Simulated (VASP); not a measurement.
A run of VASP 6.6.1 is set up as follows.

Contents of INCAR:

```
PREC = Accurate ; ENCUT = 520
EDIFF = 1E-7 ; ISMEAR = 0
SIGMA = 0.05 ; LREAL = F
LASPH = T ; NELM = 150
ALGO = Fast ; ISIF = 2
LWAVE = F ; LCHARG = T
ISPIN = 2 ; MAGMOM = 1.56 1.56 -0.1 -0.1 -0.1 -0.1
LORBIT = 11 ; NUPDOWN = 4.0
LMAXMIX = 4 ; LDAU = T
LDAUTYPE = 2 ; LDAUL = 2 -1
LDAUU = 1 0 ; LDAUJ = 0 0
LDAUPRINT = 1 ; GGA = PS
LELF = T ; LVHAR = T
NBANDS = 39
```

File KPOINTS:

```
Automatic mesh
0
Gamma
  6 6 4
```

Contents of POSCAR:

```
WSe2
1.0
    3.3242801000     -2.0378498300      0.0000000000
    3.3210073100      2.0378498300      4.6879320400
   -0.0065455800      0.0000000000      9.3758640800
W Se
2 4
Direct
    0.0000000000      0.0000000000      0.0000000000
    0.0000000000      0.0000000000      0.5000000000
    0.6879000000      0.6879000000      0.8005000000
    0.3121000000      0.3121000000      0.1995000000
    0.6879000000      0.6879000000      0.3005000000
    0.3121000000      0.3121000000      0.6995000000
```

Potentials or basis: VASP PAW PBE potentials, release 64 (W_sv, Se).

The run is started by

```console
$ cat potpaw_PBE.64/W_sv/POTCAR potpaw_PBE.64/Se/POTCAR > POTCAR
$ mpirun -np 1 vasp_std > vasp.out
```

Task: Predict the largest force.

Result: 1.549 eV/Å.

Task: Estimate the pressure.

Result: -2.2 GPa.

Stress tensor (GPa, compression positive):
```
 -4.30   0.24  -7.99
  0.24 -10.96  -0.09
 -7.99  -0.09   8.79
```

Caveat: the moment is held away from its start; the PAW data sets were made with another functional, which shifts forces and pressure a little; the total moment is fixed, so each spin has its own Fermi level.
